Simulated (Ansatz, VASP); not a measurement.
# K2S: VASP beside Ansatz

Contents of INCAR:

```
SYSTEM = K2S
ALGO = Normal ; EDIFF = 1E-6
ENCUT = 500 ; GGA = PE
GGA_COMPAT = .False. ; ISIF = 2
ISMEAR = 0 ; LASPH = .True.
LCHARG = .False. ; LREAL = .False.
LWAVE = .False. ; NBANDS = 19
NELM = 120 ; PREC = Accurate
SIGMA = 0.01
```

Contents of KPOINTS:

```
k-points
0
Gamma
  6 6 6
  0 0 0
```

The input POSCAR:

```
K2S
1.0
    0.0000000000      3.6929446030      3.6929446030
    3.6929446030      0.0000000000      3.6929446030
    3.6929446030      3.6929446030      0.0000000000
K S
2 1
Direct
    0.2500000000      0.2500000000      0.2500000000
    0.7500000000      0.7500000000      0.7500000000
    0.0000000000      0.0000000000      0.0000000000
```

Input for Ansatz:

```yaml
crystal:
  lattice:
    - [0.0, 3.692944603, 3.692944603]
    - [3.692944603, 0.0, 3.692944603]
    - [3.692944603, 3.692944603, 0.0]
  atoms:
    - { symbol: K, position: [0.25, 0.25, 0.25] }
    - { symbol: K, position: [0.75, 0.75, 0.75] }
    - { symbol: S, position: [0.0, 0.0, 0.0] }
kpoints:
  mp_grid: { grid: [6, 6, 6] }
hamiltonian:
  xc: pbe
scf:
  occupations: { method: fixed }
  n_extra_bands: 4
output:
  forces: true
  stress: true
  eigenvalues: true
```

Alike in both runs: task single point; functional PBE; k mesh 6 × 6 × 6; no spin polarisation.

|  | VASP | Ansatz |
| --- | --- | --- |
| version | VASP 6.6.1 | Ansatz 0.2.0 |
| potentials or method | VASP PAW PBE potentials, release 64 (K_sv, S) | plane waves, PAW |
| plane-wave cutoff (eV) | 500 | 420 |
| occupations | gaussian, width 0.01 eV | fixed |
| valence electrons in the cell | 24 | 24 |

|  | VASP | Ansatz | Ansatz less VASP |
| --- | --- | --- | --- |
| gap on the k mesh at the Fermi level (eV) | 2.40 | 2.40 | +0.001 |
| pressure (GPa) | 0.6 | 0.6 | -0.03 |
